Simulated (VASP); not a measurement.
A run of VASP 6.6.1 is set up as follows.

Contents of INCAR:

```
SYSTEM = P
PREC = Accurate
ENCUT = 520
EDIFF = 1E-7
ISMEAR = -1
SIGMA = 0.025
LREAL = .False.
LASPH = .True.
NELM = 100
ALGO = Normal
ISIF = 2
LWAVE = .False.
LCHARG = .False.
GGA = RE
IVDW = 12
NBANDS = 12
```

KPOINTS

```
regular mesh
0
Gamma
  7 7 7
  0 0 0
```

File POSCAR:

```
P
1.0
    1.7257251780      0.9963478961      3.1296800121
   -1.7257251780      0.9963478961      3.1296800121
    0.0000000000     -1.9926957921      3.1296800121
P
2
Direct
    0.7484370308      0.7736435459      0.7493106095
    0.2046899692      0.2299324541      0.2055373905
```

Potentials or basis: VASP PAW PBE potentials, release 64 (P).

The run is started by

```bash
$ cat potpaw_PBE.64/P/POTCAR > POTCAR
$ mpirun -np 1 vasp_std > vasp.out
```

Question: Predict the pressure.

Answer: -7.5 GPa.

Question: What does it give for the band gap on the k mesh?

Answer: Zero (band 5 reaches 9.28 eV, above the bottom of band 6 at 8.94 eV).

Question: Estimate the largest force.

Answer: 0.023 eV/Å.

Question: Estimate the dispersion energy per atom.

Answer: -0.876 eV.

Stress tensor (GPa, compression positive):
```
-6.71  0.00  0.00
 0.00 -6.71  0.00
 0.00  0.00 -9.03
```

Caveat: the cell differs from its parent crystal (atoms moved at random); the PAW data sets were made with another functional, which shifts forces and pressure a little; pairwise dispersion overbinds metals, which lowers pressure and volume.
